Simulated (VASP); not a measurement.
## SiC (Moissanite 3C): single point with LDA

Crystal: SiC (Moissanite 3C).

```xyz
2
Lattice="0.0000 2.1790 2.1790 2.1790 0.0000 2.1790 2.1790 2.1790 0.0000" Properties=species:S:1:pos:R:3 pbc="T T T"
Si    0.0000    0.0000    0.0000
C     3.2685    3.2685    3.2685
```

- Program: VASP 6.6.1
- Task: single point
- Functional: LDA
- Potentials or basis: VASP PAW LDA potentials, release 64 (Si, C)
- Cutoff: 600 eV
- k mesh: 9 × 9 × 9
- Occupations: methfessel-paxton, width 0.025 eV
- Spin: no spin polarisation

```
Pressure               : -4.2 GPa
Band gap on the k mesh : 1.45 eV, indirect (least direct gap 4.58 eV)
```

Levels at points of the mesh, in eV from the valence-band top:
```tsv
k point	band 2	band 3	band 4	band 5	band 6	band 7
(0.00, 0.00, 0.00)	0.00	0.00	0.00	6.29	7.19	7.19
```

It took 5.8 s on 1 thread of Intel(R) Xeon(R) Platinum 8559C (Emerald Rapids), with other jobs on the host, peak memory 0.13 GiB.

A k mesh can miss the band edges. LDA gaps usually lie below the measured ones, often by a third to a half.
